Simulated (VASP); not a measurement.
# C (R-3m) in VASP: a series of runs

C is run at these levels: PBE+D3(BJ); tasks: single point.

Program: VASP 6.6.1. These are calculated values, not measurements. Logs are shortened: lines on timing, memory, paths and dates and some standing lists are left out, and cuts for length are marked.

**1. The cell of the first run**

The structure is trigonal, space group R-3m (No. 166). The conventional cell has a = 2.506 Å, b = 2.506 Å, c = 10.251 Å, α = 90.00°, β = 90.00°, γ = 120.00°. Within 1.9 Å of C (site symmetry 3m) lie 3 C at 1.45 Å.

**2. Single point, PBE+D3(BJ) (atoms displaced along a vibrational mode, the cell strained)**

The input, INCAR:

```
  PREC = Accurate
  ENCUT = 520
  EDIFF = 1E-6
  ISMEAR = 0
  SIGMA = 0.05
  LREAL = F
  LASPH = T
  NELM = 60
  ALGO = Normal
  ISIF = 2
  LWAVE = F
  LCHARG = F
  GGA = PE
  IVDW = 12
  NBANDS = 11
```

The input, KPOINTS:

```
regular mesh
0
Gamma
  15 15 15
```

The input, POSCAR:

```
C
1.0
    1.2530633577      0.7234564669      3.4170642636
   -1.2530633577      0.7234564669      3.4170642636
    0.0000000000     -1.4469129338      3.4170642636
C
2
Direct
    0.1722488039      0.1722488039      0.1722488039
    0.8277511961      0.8277511961      0.8277511961
```

Potentials or basis: VASP PAW PBE potentials, release 64 (C).

The run is started by

```bash
> cat potpaw_PBE.64/C/POTCAR > POTCAR
> mpirun -np 1 vasp_std > vasp.out
```

OUTCAR:

```text
PREC = Accurate
   ENCUT = 520
   EDIFF = 1E-6
   ISMEAR = 0
   LREAL = F
   LASPH = T
   NELM = 60
   ISIF = 2
   GGA = PE
   IVDW = 12
 IVDW          = 12

 ion  position               nearest neighbor table
   1  0.172  0.172  0.172-   2 1.45   2 1.45   2 1.45
   2  0.828  0.828  0.828-   1 1.45   1 1.45   1 1.45

  LATTYP: Found a trigonal (rhomboedric) cell.
 ALAT       =     3.7107795973
 COS(alpha) =     0.7719417768

  Lattice vectors:

 A1 = (   1.2530633577,   0.7234564669,   3.4170642636)
 A2 = (  -1.2530633577,   0.7234564669,   3.4170642636)
 A3 = (   0.0000000000,  -1.4469129338,   3.4170642636)

Analysis of symmetry for initial positions (statically):
=====================================================================
 Subroutine PRICEL returns:
 Original cell was already a primitive cell.

 Routine SETGRP: Setting up the symmetry group for a
 trigonal (rhombohedral) supercell.

 Subroutine GETGRP returns: Found 12 space group operations
 (whereof 12 operations were pure point group operations)
 out of a pool of 12 trial point group operations.

The static configuration has the point symmetry D_3d.

Analysis of symmetry for dynamics (positions and initial velocities):
=====================================================================
 Subroutine PRICEL returns:
 Original cell was already a primitive cell.

 Routine SETGRP: Setting up the symmetry group for a
 trigonal (rhombohedral) supercell.

 Subroutine GETGRP returns: Found 12 space group operations
 (whereof 12 operations were pure point group operations)
 out of a pool of 12 trial point group operations.

The dynamic configuration has the point symmetry D_3d.

 Subroutine INISYM returns: Found 12 space group operations
 (whereof 12 operations are pure point group operations),
 and found     1 'primitive' translations

----------------------------------------------------------------------------------------

                                     Primitive cell

  volume of cell :      18.5862

  direct lattice vectors                    reciprocal lattice vectors
     1.253063358  0.723456467  3.417064264     0.399022122  0.230375530  0.097549624
    -1.253063358  0.723456467  3.417064264    -0.399022122  0.230375530  0.097549624
     0.000000000 -1.446912934  3.417064264     0.000000000 -0.460751059  0.097549624

  length of vectors
     3.710779597  3.710779597  3.710779597     0.470964402  0.470964402  0.470964402

  position of ions in fractional coordinates (direct lattice)
     0.172248804  0.172248804  0.172248804
     0.827751196  0.827751196  0.827751196

  ion indices of the primitive-cell ions
   primitive index   ion index
                 1           1
                 2           2

----------------------------------------------------------------------------------------

 KPOINTS: regular mesh

Automatic generation of k-mesh.
 Grid dimensions read from file:
 generate k-points for:   15   15   15

 Generating k-lattice:

  Cartesian coordinates                     Fractional coordinates (reciprocal lattice)
     0.026601475  0.015358369  0.006503308     0.066666667  0.000000000 -0.000000000
    -0.026601475  0.015358369  0.006503308     0.000000000  0.066666667 -0.000000000
     0.000000000 -0.030716737  0.006503308    -0.000000000 -0.000000000  0.066666667

  Length of vectors
     0.031397627  0.031397627  0.031397627

  Shift w.r.t. Gamma in fractional coordinates (k-lattice)
     0.000000000  0.000000000  0.000000000

 Subroutine IBZKPT returns following result:
 ===========================================

 Found    344 irreducible k-points:

 Following reciprocal coordinates:
            Coordinates               Weight
  0.000000  0.000000  0.000000      1.000000
  0.066667  0.000000  0.000000      6.000000
  0.133333 -0.000000 -0.000000      6.000000
  0.200000  0.000000  0.000000      6.000000
  0.266667 -0.000000 -0.000000      6.000000
  0.333333  0.000000  0.000000      6.000000
[... 16 lines left out ...]
  0.133333  0.133333 -0.000000      6.000000
  0.200000  0.133333  0.000000     12.000000
 [... further k-points ...]
   k-points           NKPTS =    344   k-points in BZ     NKDIM =    344   number of bands    NBANDS=     11
   number of dos      NEDOS =    301   number of ions     NIONS =      2
   total plane-waves  NPLWV =  21952
   dimension x,y,z NGX =    28 NGY =   28 NGZ =   28
   dimension x,y,z NGXF=    56 NGYF=   56 NGZF=   56
   ions per type =               2
   NGX,Y,Z   is equivalent  to a cutoff of  12.54, 12.54, 12.54 a.u.
   NGXF,Y,Z  is equivalent  to a cutoff of  25.09, 25.09, 25.09 a.u.
 SYSTEM =  unknown system
   PREC   = accura    normal or accurate (medium, high low for compatibility)
   ISTART =      0    job   : 0-new  1-cont  2-samecut
   ICHARG =      2    charge: 1-file 2-atom 10-const
   ISPIN  =      1    spin polarized calculation?
   LNONCOLLINEAR =      F non collinear calculations
   LSORBIT =      F    spin-orbit coupling
   LASPH  =      T    aspherical Exc in radial PAW
   ENCUT  =  520.0 eV  38.22 Ry    6.18 a.u.   6.90  6.90  6.90*2*pi/ulx,y,z
   NELM   =     60;   NELMIN=  2; NELMDL= -5     # of ELM steps
   EDIFF  = 0.1E-05   stopping-criterion for ELM
   LREAL  =      F    real-space projection
   EDIFFG = 0.1E-04   stopping-criterion for IOM
   NSW    =      0    number of steps for IOM
   IBRION =     -1    ionic relax: 0-MD 1-quasi-New 2-CG
   NFREE  =      0    steps in history (QN), initial steepest desc. (CG)
   ISIF   =      2    stress and relaxation
   ISYM   =      2    0-nonsym 1-usesym 2-fastsym
   POTIM  = 0.5000    time-step for ionic-motion
   TEBEG  =    0.0;   TEEND  =   0.0 temperature during run
   PSTRESS=    0.0 pullay stress
   NELECT =       8.0000    total number of electrons
   NUPDOWN=      -1.0000    fix difference up-down
   EMIN   =  10.00;   EMAX   =-10.00  energy-range for DOS
   EFERMI =   0.00;   METHOD = LEGACY
   ISMEAR =     0;   SIGMA  =   0.05  broadening in eV -4-tet -1-fermi 0-gaus
   EFERMI_NEDOS =   21; number of points for ismear=-14 and -15
   IALGO  =     38    algorithm
   IMIX   =      4    mixing-type and parameters
     AMIX     =   0.40;   BMIX     =  1.00
     AMIX_MAG =   1.60;   BMIX_MAG =  1.00
  volume/ion in A,a.u.               =       9.29        62.71
  Fermi-wavevector in a.u.,A,eV,Ry     =   1.236066  2.335825 20.787775  1.527858
  Thomas-Fermi vector in A             =   2.370689
   LORBIT       =      0    0 simple, 1 ext, 2 COOP (PROOUT), +10 PAW based schemes
   GGA     = PE    functional components
   LHFCALC =     F    Hartree Fock is set to
   AEXX    =    0.0000 exact exchange contribution
   IVDW    =    12    specifies the selected vdW correction
   LEPSILON=     F    determine dielectric tensor
   LRPA    =     F    only Hartree local field effects (RPA)
 non-spin polarized calculation
 Gauss-broadening in eV      SIGMA  =   0.05
  energy-cutoff  :      520.00
  volume of cell :       18.59
 maximum number of plane-waves:       517
   NGX = 13   NGY = 13   NGZ = 13

 number of electron       8.0000000 magnetization

 Free energy of the ion-electron system (eV)
  ---------------------------------------------------
  ext. energy  EPLUGINS =         0.00000000
  ---------------------------------------------------
  free energy    TOTEN  =       -18.28613991 eV

  energy without entropy =      -18.28613991  energy(sigma->0) =      -18.28613991

 E-fermi :   4.1865     XC(G=0): -10.1187

 val. band max:        3.9641948033   @ k =  -0.3333   0.3333   0.0000
 cond. band min:       4.4160339348   @ k =  -0.3333   0.3333   0.0000
 fundamental gap:      0.4518391315
 Fermi energy:         4.1865336160

 k-point     1 :       0.0000    0.0000    0.0000
  band No.  band energies     occupation
      1     -14.9858      2.00000
      2      -2.0316      2.00000
      3       1.3093      2.00000
      4       1.3093      2.00000
      5       8.2528      0.00000
      6      12.2791      0.00000
      7      12.2791      0.00000
      8      15.2429      0.00000
      9      15.7075      0.00000
     10      26.3667      0.00000
     11      29.0158      0.00000

 k-point     2 :       0.0667    0.0000    0.0000
  band No.  band energies     occupation
      1     -14.8813      2.00000
      2      -1.9287      2.00000
      3       0.8893      2.00000
      4       1.0997      2.00000
      5       8.3889      0.00000
      6      12.3315      0.00000
      7      12.7023      0.00000
      8      14.9096      0.00000
      9      15.9174      0.00000
     10      26.6410      0.00000
     11      28.2089      0.00000

 k-point     3 :       0.1333   -0.0000   -0.0000
  band No.  band energies     occupation
      1     -14.5690      2.00000
      2      -1.6236      2.00000
      3      -0.2210      2.00000
      4       0.5672      2.00000
      5       8.7867      0.00000
      6      12.3405      0.00000
      7      13.8651      0.00000
      8      13.9993      0.00000
      9      16.5954      0.00000
     10      26.0121      0.00000
     11      27.6634      0.00000

 k-point     4 :       0.2000    0.0000    0.0000
  band No.  band energies     occupation
      1     -14.0516      2.00000
      2      -1.7680      2.00000
      3      -1.0909      2.00000
      4      -0.1005      2.00000
      5       9.3862      0.00000
      6      12.1796      0.00000
      7      12.7469      0.00000
      8      15.5455      0.00000
      9      17.6769      0.00000
     10      24.0606      0.00000
     11      26.8362      0.00000
[... 239 lines left out ...]
 k-point    22 :      -0.0667    0.0667    0.0000
  band No.  band energies     occupation
      1     -14.6766      2.00000
      2      -1.6913      2.00000
      3       0.1768      2.00000
      4       0.6764      2.00000
      5       8.5878      0.00000
      6      12.5090      0.00000
      7      13.3054      0.00000
      8      14.2846      0.00000
      9      16.4122      0.00000
     10      26.4515      0.00000
     11      27.0987      0.00000

 k-point    23 :       0.1333    0.1333   -0.0000
  band No.  band energies     occupation
      1     -14.5550      2.00000
      2      -1.7476      2.00000
      3      -0.2079      2.00000
      4       0.5552      2.00000
      5       9.0330      0.00000
      6      12.2986      0.00000
      7      13.8702      0.00000
      8      14.0046      0.00000
      9      16.6234      0.00000
     10      25.7586      0.00000
     11      27.4158      0.00000

 k-point    24 :       0.2000    0.1333    0.0000
  band No.  band energies     occupation
      1     -14.2377      2.00000
      2      -1.5113      2.00000
      3      -1.0236      2.00000
      4      -0.0243      2.00000
      5       9.4880      0.00000
      6      12.5638      0.00000
      7      13.2654      0.00000
      8      14.3803      0.00000
      9      17.4999      0.00000
     10      24.2394      0.00000
     11      27.5712      0.00000

 [... further k-points ...]

------------------------ aborting loop because EDIFF is reached ----------------------------------------

 Edisp (eV)   -0.30274

 E8    (eV) :    -0.0856

  FORCE on cell =-STRESS in cart. coord.  units (eV):
  Direction    XX          YY          ZZ          XY          YZ          ZX
  --------------------------------------------------------------------------------------
  -------------------------------------------------------------------------------------
  Total      -2.18700    -2.18700    -0.26181     0.00000    -0.00000     0.00000
  in kB    -188.52493  -188.52493   -22.56909     0.00000    -0.00000     0.00000
  external pressure =     -133.21 kB  Pullay stress =        0.00 kB

 VOLUME and BASIS-vectors are now :
 -----------------------------------------------------------------------------
  energy-cutoff  :      520.00
  volume of cell :       18.59
      direct lattice vectors                 reciprocal lattice vectors
     1.253063358  0.723456467  3.417064264     0.399022122  0.230375530  0.097549624
    -1.253063358  0.723456467  3.417064264    -0.399022122  0.230375530  0.097549624
     0.000000000 -1.446912934  3.417064264     0.000000000 -0.460751059  0.097549624

 POSITION                                       TOTAL-FORCE (eV/Angst)
 -----------------------------------------------------------------------------------
      0.00000      0.00000      1.76576         0.000000      0.000000     -1.917552
      0.00000      0.00000      8.48544         0.000000     -0.000000      1.917552
 -----------------------------------------------------------------------------------
    total drift:                                0.000000      0.000000     -0.000000

  FREE ENERGIE OF THE ION-ELECTRON SYSTEM (eV)
  ---------------------------------------------------
  free  energy   TOTEN  =       -18.5888754252 eV

  energy  without entropy=      -18.5888754252  energy(sigma->0) =      -18.58887543
```

It took 2 min on 1 thread of Intel Xeon 8259CL, shared host; peak memory 0.2 GiB.

Results:

```
Free energy                : -18.5889 eV
Pressure                   : -13.3 GPa
Largest force              : 1.918 eV/Å
Dispersion energy per atom : -0.151 eV
```

Forces on the atoms (eV/Å):
```
C    0.000  0.000 -1.918
C    0.000  0.000  1.918
```

Caveat: the cell differs from its parent crystal (atoms displaced along a vibrational mode, the cell strained); the stress differs along the axes, from -19 to -2 GPa; forces of over 1 eV/Å act on the atoms, so gaps and moduli don't describe the material at rest.

**3. Single point, PBE+D3(BJ) (atoms displaced along a vibrational mode, the cell strained)**

The input, INCAR:

```
PREC     = Accurate       # precision mode
ENCUT    = 520            # plane-wave cutoff, eV
EDIFF    = 1E-6           # SCF threshold, eV
ISMEAR   = 0              # smearing method
SIGMA    = 0.05           # smearing width, eV
LREAL    = False          # projectors in reciprocal space
LASPH    = True           # aspherical terms in the spheres
NELM     = 80             # most SCF steps
ALGO     = Normal         # electronic algorithm
ISIF     = 2              # what is computed and relaxed
LWAVE    = False          # write WAVECAR
LCHARG   = False          # write CHGCAR
GGA      = PE             # functional
IVDW     = 12             # dispersion correction
NBANDS   = 11             # bands
```

KPOINTS is that of step 2.

The input, POSCAR:

```
C
1.0
    1.2530633577      0.7234564669      3.4170642636
   -1.2530633577      0.7234564669      3.4170642636
    0.0000000000     -1.4469129338      3.4170642636
C
2
Direct
    0.1571736412      0.1571736412      0.1571736412
    0.8428263588      0.8428263588      0.8428263588
```

Potentials or basis: VASP PAW PBE potentials, release 64 (C).

The run is started by

```bash
> cat potpaw_PBE.64/C/POTCAR > POTCAR
> mpirun -np 1 vasp_std > vasp.out
```

It took 2.6 min on 1 thread of Intel Xeon 8259CL, shared host; peak memory 0.2 GiB.

It converged, with:

```yaml
Free_energy: -18.3910 eV
Pressure: -14.4 GPa
Largest_force: 3.186 eV/Å
Dispersion_energy_per_atom: -0.151 eV
```

Forces in eV/Å, atoms in the order of the input:
```
C    0.000  0.000  3.186
C    0.000  0.000 -3.186
```

Stress tensor (GPa, compression positive):
```
-18.31   0.00   0.00
  0.00 -18.31   0.00
  0.00   0.00  -6.52
```

Caveat: the cell differs from its parent crystal (atoms displaced along a vibrational mode, the cell strained); the stress differs along the axes, from -18 to -7 GPa; forces of over 1 eV/Å act on the atoms, so gaps and moduli don't describe the material at rest.

(Continued in part 2 of 2.)
